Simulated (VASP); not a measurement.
# NbTc (Cmmm) in VASP: a series of runs

NbTc is run at these levels: LDA; tasks: single point.

All numbers are computed with VASP 6.6.1; they aren't measurements. Logs are shortened: lines on timing, memory, paths and dates and some standing lists are left out, and cuts for length are marked.

### 1 The cell of the first run

It takes space group Cmmm (No. 65, orthorhombic). The conventional cell has a = 3.242 Å, b = 4.677 Å, c = 4.492 Å, α = 90.00°, β = 90.00°, γ = 90.00°. Within 3.7 Å of Nb (site symmetry mmm) lie 8 Tc at 2.77 to 3.24 Å and 6 Nb at 2.85 to 3.24 Å. Tc (site symmetry mmm) has 8 Nb at 2.77 to 3.24 Å and 6 Tc at 2.85 to 3.24 Å within 3.7 Å.

### 2 Single point, LDA

File INCAR:

```
SYSTEM = NbTc
  PREC = Accurate
  ENCUT = 520
  EDIFF = 1E-6
  ISMEAR = -1
  SIGMA = 0.1
  LREAL = .False.
  LASPH = .True.
  NELM = 60
  ALGO = Normal
  ISIF = 2
  LWAVE = .False.
  LCHARG = .True.
  LELF = .True.
  LVHAR = .True.
  NBANDS = 20
```

File KPOINTS:

```
regular mesh
0
Gamma
  11 11 7
  0 0 0
```

File POSCAR:

```
NbTc
1.0
    1.6211697581     -2.3385456660      0.0000000000
    1.6211697581      2.3385456660      0.0000000000
    0.0000000000      0.0000000000      4.4915972529
Nb Tc
1 1
Direct
    0.0000000000      0.0000000000      0.0000000000
    0.5000000000      0.5000000000      0.5000000000
```

Potentials or basis: VASP PAW LDA potentials, release 64 (Nb_sv, Tc_pv).

On the command line:

```
cat potpaw_LDA.64/Nb_sv/POTCAR potpaw_LDA.64/Tc_pv/POTCAR > POTCAR
mpirun -np 1 vasp_std > vasp.out
```

OUTCAR:

```text
SYSTEM = NbTc
   PREC = Accurate
   ENCUT = 520
   EDIFF = 1E-6
   ISMEAR = -1
   LREAL = .False.
   LASPH = .True.
   NELM = 60
   ISIF = 2

 ion  position               nearest neighbor table
   1  0.000  0.000  0.000-   2 2.77   2 2.77   2 2.77   2 2.77
   2  0.500  0.500  0.500-   1 2.77   1 2.77   1 2.77   1 2.77

  LATTYP: Found a base centered orthorhombic cell.
 ALAT       =     3.2423395162
 B/A-ratio  =     1.4425051136
 C/A-ratio  =     1.3852951643

  Lattice vectors:

 A1 = (   1.6211697581,  -2.3385456660,   0.0000000000)
 A2 = (   1.6211697581,   2.3385456660,   0.0000000000)
 A3 = (   0.0000000000,   0.0000000000,   4.4915972529)

Analysis of symmetry for initial positions (statically):
=====================================================================
 Subroutine PRICEL returns:
 Original cell was already a primitive cell.

 Routine SETGRP: Setting up the symmetry group for a
 base centered orthorhombic supercell.

 Subroutine GETGRP returns: Found  8 space group operations
 (whereof  8 operations were pure point group operations)
 out of a pool of  8 trial point group operations.

The static configuration has the point symmetry D_2h.

Analysis of symmetry for dynamics (positions and initial velocities):
=====================================================================
 Subroutine PRICEL returns:
 Original cell was already a primitive cell.

 Routine SETGRP: Setting up the symmetry group for a
 base centered orthorhombic supercell.

 Subroutine GETGRP returns: Found  8 space group operations
 (whereof  8 operations were pure point group operations)
 out of a pool of  8 trial point group operations.

The dynamic configuration has the point symmetry D_2h.

 Subroutine INISYM returns: Found  8 space group operations
 (whereof  8 operations are pure point group operations),
 and found     1 'primitive' translations

----------------------------------------------------------------------------------------

                                     Primitive cell

  volume of cell :      34.0569

  direct lattice vectors                    reciprocal lattice vectors
     1.621169758 -2.338545666  0.000000000     0.308419274 -0.213808098  0.000000000
     1.621169758  2.338545666  0.000000000     0.308419274  0.213808098  0.000000000
     0.000000000  0.000000000  4.491597253     0.000000000  0.000000000  0.222637949

  length of vectors
     2.845520553  2.845520553  4.491597253     0.375281696  0.375281696  0.222637949

  position of ions in fractional coordinates (direct lattice)
     0.000000000  0.000000000  0.000000000
     0.500000000  0.500000000  0.500000000

  ion indices of the primitive-cell ions
   primitive index   ion index
                 1           1
                 2           2

----------------------------------------------------------------------------------------

 KPOINTS: regular mesh

Automatic generation of k-mesh.
 Grid dimensions read from file:
 generate k-points for:   11   11    7

 Generating k-lattice:

  Cartesian coordinates                     Fractional coordinates (reciprocal lattice)
     0.028038116 -0.019437100  0.000000000     0.090909091 -0.000000000  0.000000000
     0.028038116  0.019437100  0.000000000    -0.000000000  0.090909091  0.000000000
     0.000000000  0.000000000  0.031805421     0.000000000  0.000000000  0.142857143

  Length of vectors
     0.034116518  0.034116518  0.031805421

  Shift w.r.t. Gamma in fractional coordinates (k-lattice)
     0.000000000  0.000000000  0.000000000

 Subroutine IBZKPT returns following result:
 ===========================================

 Found    144 irreducible k-points:

 Following reciprocal coordinates:
            Coordinates               Weight
  0.000000  0.000000  0.000000      1.000000
  0.090909  0.000000  0.000000      4.000000
  0.181818  0.000000  0.000000      4.000000
  0.272727  0.000000  0.000000      4.000000
  0.363636  0.000000  0.000000      4.000000
  0.454545  0.000000  0.000000      4.000000
[... 16 lines left out ...]
 -0.272727  0.181818  0.000000      4.000000
 -0.181818  0.181818  0.000000      2.000000
 [... further k-points ...]
   k-points           NKPTS =    144   k-points in BZ     NKDIM =    144   number of bands    NBANDS=     20
   number of dos      NEDOS =    301   number of ions     NIONS =      2
   total plane-waves  NPLWV =  20736
   dimension x,y,z NGX =    24 NGY =   24 NGZ =   36
   dimension x,y,z NGXF=    48 NGYF=   48 NGZF=   72
   ions per type =               1   1
   NGX,Y,Z   is equivalent  to a cutoff of  14.02, 14.02, 13.32 a.u.
   NGXF,Y,Z  is equivalent  to a cutoff of  28.04, 28.04, 26.65 a.u.
 SYSTEM =  NbTc
   PREC   = accura    normal or accurate (medium, high low for compatibility)
   ISTART =      0    job   : 0-new  1-cont  2-samecut
   ICHARG =      2    charge: 1-file 2-atom 10-const
   ISPIN  =      1    spin polarized calculation?
   LNONCOLLINEAR =      F non collinear calculations
   LSORBIT =      F    spin-orbit coupling
   LASPH  =      T    aspherical Exc in radial PAW
   ENCUT  =  520.0 eV  38.22 Ry    6.18 a.u.   5.29  5.29  8.35*2*pi/ulx,y,z
   NELM   =     60;   NELMIN=  2; NELMDL= -5     # of ELM steps
   EDIFF  = 0.1E-05   stopping-criterion for ELM
   LREAL  =      F    real-space projection
   EDIFFG = 0.1E-04   stopping-criterion for IOM
   NSW    =      0    number of steps for IOM
   IBRION =     -1    ionic relax: 0-MD 1-quasi-New 2-CG
   NFREE  =      0    steps in history (QN), initial steepest desc. (CG)
   ISIF   =      2    stress and relaxation
   ISYM   =      2    0-nonsym 1-usesym 2-fastsym
   POTIM  = 0.5000    time-step for ionic-motion
   TEBEG  =    0.0;   TEEND  =   0.0 temperature during run
   PSTRESS=    0.0 pullay stress
   NELECT =      26.0000    total number of electrons
   NUPDOWN=      -1.0000    fix difference up-down
   EMIN   =  10.00;   EMAX   =-10.00  energy-range for DOS
   EFERMI =   0.00;   METHOD = LEGACY
   ISMEAR =    -1;   SIGMA  =   0.10  broadening in eV -4-tet -1-fermi 0-gaus
   EFERMI_NEDOS =   21; number of points for ismear=-14 and -15
   IALGO  =     38    algorithm
   IMIX   =      4    mixing-type and parameters
     AMIX     =   0.40;   BMIX     =  1.00
     AMIX_MAG =   1.60;   BMIX_MAG =  1.00
  volume/ion in A,a.u.               =      17.03       114.91
  Fermi-wavevector in a.u.,A,eV,Ry     =   1.496227  2.827460 30.459308  2.238696
  Thomas-Fermi vector in A             =   2.608271
   LORBIT       =      0    0 simple, 1 ext, 2 COOP (PROOUT), +10 PAW based schemes
   GGA     = CA    functional components
   LHFCALC =     F    Hartree Fock is set to
   AEXX    =    0.0000 exact exchange contribution
   IVDW    =     0    specifies the selected vdW correction
   LEPSILON=     F    determine dielectric tensor
   LRPA    =     F    only Hartree local field effects (RPA)
 non-spin polarized calculation
  energy-cutoff  :      520.00
  volume of cell :       34.06
 maximum number of plane-waves:       934
 NGX is ok and might be reduce to    24
   NGX = 11   NGY = 11   NGZ = 17

 number of electron      26.0000001 magnetization

 Free energy of the ion-electron system (eV)
  ---------------------------------------------------
  ext. energy  EPLUGINS =         0.00000000
  ---------------------------------------------------
  free energy    TOTEN  =       -23.02772570 eV

  energy without entropy =      -22.96895532  energy(sigma->0) =      -22.99834051

 E-fermi :  11.2264     XC(G=0): -13.0312

 val. band max:       11.2129025349   @ k =   0.1818   0.0000   0.4286
 cond. band min:      11.2276606914   @ k =  -0.2727   0.1818   0.2857
 fundamental gap:      0.0147581564
 Fermi energy:        11.2263695291

 k-point     1 :       0.0000    0.0000    0.0000
  band No.  band energies     occupation
      1     -43.3870      2.00000
      2     -27.6216      2.00000
      3     -27.4129      2.00000
      4     -27.2823      2.00000
      5     -19.6087      2.00000
      6     -19.1074      2.00000
[... 12 lines left out ...]
     19      16.1509      0.00000
     20      22.4497      0.00000

 k-point     2 :       0.0909    0.0000    0.0000
  band No.  band energies     occupation
      1     -43.3764      2.00000
      2     -27.6148      2.00000
      3     -27.4343      2.00000
      4     -27.3020      2.00000
      5     -19.6030      2.00000
      6     -19.1621      2.00000
[... 12 lines left out ...]
     19      16.7462      0.00000
     20      22.1687      0.00000

 k-point     3 :       0.1818    0.0000    0.0000
  band No.  band energies     occupation
      1     -43.3479      2.00000
      2     -27.5965      2.00000
      3     -27.5128      2.00000
      4     -27.3327      2.00000
      5     -19.5877      2.00000
      6     -19.3608      2.00000
[... 12 lines left out ...]
     19      18.2221      0.00000
     20      21.5877      0.00000

 k-point     4 :       0.2727    0.0000    0.0000
  band No.  band energies     occupation
      1     -43.3102      2.00000
      2     -27.6358      2.00000
      3     -27.5723      2.00000
      4     -27.3506      2.00000
      5     -19.6471      2.00000
      6     -19.5676      2.00000
[... 12 lines left out ...]
     19      20.0318      0.00000
     20      20.9025      0.00000

 k-point     5 :       0.3636    0.0000    0.0000
  band No.  band energies     occupation
      1     -43.2753      2.00000
      2     -27.7533      2.00000
      3     -27.5501      2.00000
      4     -27.3605      2.00000
      5     -19.9085      2.00000
      6     -19.5490      2.00000
[... 12 lines left out ...]
     19      20.0439      0.00000
     20      21.0889      0.00000
[... 353 lines left out ...]
      6     -19.4980      2.00000
[... 12 lines left out ...]
     19      19.3331      0.00000
     20      21.6700      0.00000

 k-point    22 :      -0.3636    0.1818    0.0000
  band No.  band energies     occupation
      1     -43.2554      2.00000
      2     -27.7124      2.00000
      3     -27.5503      2.00000
      4     -27.4647      2.00000
      5     -19.8089      2.00000
      6     -19.5065      2.00000
[... 12 lines left out ...]
     19      20.7485      0.00000
     20      21.1143      0.00000

 k-point    23 :      -0.2727    0.1818    0.0000
  band No.  band energies     occupation
      1     -43.2894      2.00000
      2     -27.5917      2.00000
      3     -27.5711      2.00000
      4     -27.4620      2.00000
      5     -19.5492      2.00000
      6     -19.5268      2.00000
[... 12 lines left out ...]
     19      18.8037      0.00000
     20      21.5344      0.00000

 k-point    24 :      -0.1818    0.1818    0.0000
  band No.  band energies     occupation
      1     -43.3224      2.00000
      2     -27.5891      2.00000
      3     -27.4801      2.00000
      4     -27.4534      2.00000
      5     -19.5523      2.00000
      6     -19.2842      2.00000
[... 12 lines left out ...]
     19      17.3519      0.00000
     20      21.9058      0.00000

 [... further k-points ...]
[... 5 lines left out ...]
  --------------------------------------------------------------------------------------
  -------------------------------------------------------------------------------------
  Total       -4.6802438     -4.3385582     -4.9010571      0.0000000      0.0000000      0.0000000
  in kB     -220.1779909   -204.1036894   -230.5659602      0.0000000      0.0000000      0.0000000
  external PRESSURE =    -218.2825469 kB  Pullay stress =       0.0000000 kB

 VOLUME and BASIS-vectors are now :
 -----------------------------------------------------------------------------
  energy-cutoff  :      520.00
  volume of cell :       34.06
      direct lattice vectors                 reciprocal lattice vectors
     1.621169758 -2.338545666  0.000000000     0.308419274 -0.213808098  0.000000000
     1.621169758  2.338545666  0.000000000     0.308419274  0.213808098  0.000000000
     0.000000000  0.000000000  4.491597253     0.000000000  0.000000000  0.222637949

 POSITION                                       TOTAL-FORCE (eV/Angst)
 -----------------------------------------------------------------------------------
      0.00000      0.00000      0.00000         0.000000      0.000000      0.000000
      1.62117      0.00000      2.24580         0.000000      0.000000      0.000000
 -----------------------------------------------------------------------------------
    total drift:                                0.000000      0.000000     -0.000000

  FREE ENERGIE OF THE ION-ELECTRON SYSTEM (eV)
  ---------------------------------------------------
  free  energy   TOTEN  =       -23.0277257033 eV

  energy  without entropy=      -22.9689553221  energy(sigma->0) =      -22.99834051
```

Wall time 42 s (1 thread of Intel Xeon Platinum 8488C (Sapphire Rapids), shared host); peak memory 0.21 GiB.

Results:

```
Free energy            : -23.0277 eV
Pressure               : -21.8 GPa
Band gap on the k mesh : zero (band 13 reaches 12.91 eV, above the bottom of band 14 at 10.46 eV)
```

Levels at points of the mesh, in eV from the Fermi level:
```tsv
k point	band 10	band 11	band 12	band 13	band 14	band 15	band 16	band 17
(0.00, 0.00, 0.00)	-2.93	-1.48	-1.19	-0.56	0.64	0.83	1.92	2.57
```

### 3 Single point, LDA

This run uses another cell than the first one, of 17.46 Å³/atom, 1.025 times its volume.

File INCAR:

```
SYSTEM = NbTc
PREC = Accurate
ENCUT = 520
EDIFF = 1E-6
ISMEAR = -1
SIGMA = 0.1
LREAL = .FALSE.
LASPH = .TRUE.
NELM = 60
ALGO = Normal
ISIF = 2
LWAVE = .FALSE.
LCHARG = .TRUE.
LELF = .TRUE.
LVHAR = .TRUE.
NBANDS = 20
```

File KPOINTS:

```
Automatic mesh
0
G
  11 11 7
  0 0 0
```

File POSCAR:

```
NbTc
1.0
    1.6347366630     -2.3581159956      0.0000000000
    1.6347366630      2.3581159956      0.0000000000
    0.0000000000      0.0000000000      4.5291855884
Nb Tc
1 1
Direct
    0.0000000000      0.0000000000      0.0000000000
    0.5000000000      0.5000000000      0.5000000000
```

Potentials or basis: VASP PAW LDA potentials, release 64 (Nb_sv, Tc_pv).

On the command line:

```
cat potpaw_LDA.64/Nb_sv/POTCAR potpaw_LDA.64/Tc_pv/POTCAR > POTCAR
mpirun -np 1 vasp_std > vasp.out
```

OUTCAR:

```text
SYSTEM = NbTc
   PREC = Accurate
   ENCUT = 520
   EDIFF = 1E-6
   ISMEAR = -1
   LREAL = .FALSE.
   LASPH = .TRUE.
   NELM = 60
   ISIF = 2

 ion  position               nearest neighbor table
   1  0.000  0.000  0.000-   2 2.79   2 2.79   2 2.79   2 2.79
   2  0.500  0.500  0.500-   1 2.79   1 2.79   1 2.79   1 2.79

  LATTYP: Found a base centered orthorhombic cell.
 ALAT       =     3.2694733260
 B/A-ratio  =     1.4425051135
 C/A-ratio  =     1.3852951643

  Lattice vectors:

 A1 = (   1.6347366630,  -2.3581159956,   0.0000000000)
 A2 = (   1.6347366630,   2.3581159956,   0.0000000000)
 A3 = (   0.0000000000,   0.0000000000,   4.5291855884)

Analysis of symmetry for initial positions (statically):
=====================================================================
 Subroutine PRICEL returns:
 Original cell was already a primitive cell.

 Routine SETGRP: Setting up the symmetry group for a
 base centered orthorhombic supercell.

 Subroutine GETGRP returns: Found  8 space group operations
 (whereof  8 operations were pure point group operations)
 out of a pool of  8 trial point group operations.

[... 153 lines left out ...]

 Free energy of the ion-electron system (eV)
  ---------------------------------------------------
  ext. energy  EPLUGINS =         0.00000000
  ---------------------------------------------------
  free energy    TOTEN  =       -22.90038513 eV

  energy without entropy =      -22.83977951  energy(sigma->0) =      -22.87008232

 E-fermi :  10.8499     XC(G=0): -12.8970

 val. band max:       10.8399193012   @ k =   0.1818  -0.0000   0.4286
 cond. band min:      10.8646121816   @ k =  -0.2727   0.1818   0.2857
 fundamental gap:      0.0246928804
 Fermi energy:        10.8499336050

 k-point     1 :       0.0000    0.0000    0.0000
  band No.  band energies     occupation
      1     -43.7948      2.00000
      2     -27.9734      2.00000
      3     -27.7911      2.00000
      4     -27.6728      2.00000
      5     -20.0119      2.00000
      6     -19.5427      2.00000
[... 541 lines left out ...]
     19      16.7888      0.00000
     20      21.2139      0.00000

 [... further k-points ...]
[... 5 lines left out ...]
  --------------------------------------------------------------------------------------
  -------------------------------------------------------------------------------------
  Total       -5.6363509     -5.2530363     -5.9311503     -0.0000000      0.0000000      0.0000000
  in kB     -258.6101276   -241.0226785   -272.1362746     -0.0000000      0.0000000      0.0000000
  external PRESSURE =    -257.2563602 kB  Pullay stress =       0.0000000 kB

 VOLUME and BASIS-vectors are now :
 -----------------------------------------------------------------------------
  energy-cutoff  :      520.00
  volume of cell :       34.92
      direct lattice vectors                 reciprocal lattice vectors
     1.634736663 -2.358115996  0.000000000     0.305859660 -0.212033675  0.000000000
     1.634736663  2.358115996  0.000000000     0.305859660  0.212033675  0.000000000
     0.000000000  0.000000000  4.529185588     0.000000000  0.000000000  0.220790246

 POSITION                                       TOTAL-FORCE (eV/Angst)
 -----------------------------------------------------------------------------------
      0.00000      0.00000      0.00000         0.000000      0.000000      0.000000
      1.63474      0.00000      2.26459        -0.000000      0.000000      0.000000
 -----------------------------------------------------------------------------------
    total drift:                                0.000000      0.000000     -0.000000

  FREE ENERGIE OF THE ION-ELECTRON SYSTEM (eV)
  ---------------------------------------------------
  free  energy   TOTEN  =       -22.9003851313 eV

  energy  without entropy=      -22.8397795139  energy(sigma->0) =      -22.87008232
```

stdout:

```text
POSCAR found type information on POSCAR NbTc
 POSCAR found :  2 types and       2 ions
 scaLAPACK will be used
 LDA part: xc-table for (Slater(with rela. corr.)+CA(PZ))
 , standard interpolation
 POSCAR, INCAR and KPOINTS ok, starting setup
 FFT: planning ... GRIDC
 FFT: planning ... GRID_SOFT
 FFT: planning ... GRID
 WAVECAR not read
 entering main loop
```

It took 42 s on 1 thread of Intel Xeon Platinum 8488C (Sapphire Rapids), shared host; peak memory 0.21 GiB.

Results:

| Quantity | Value |
| --- | --- |
| Free energy | -22.9004 eV |
| Pressure | -25.7 GPa |
| Band gap on the k mesh | zero (band 13 reaches 12.48 eV, above the bottom of band 14 at 10.11 eV) |

Stress tensor (GPa, compression positive):
```
-25.86   0.00   0.00
  0.00 -24.10   0.00
  0.00   0.00 -27.21
```

Levels at points of the mesh, in eV from the Fermi level:
| k point | band 11 | band 12 | band 13 | band 14 | band 15 | band 16 |
| --- | --- | --- | --- | --- | --- | --- |
| (0.00, 0.00, 0.00) | -1.43 | -1.15 | -0.54 | 0.62 | 0.80 | 1.84 |
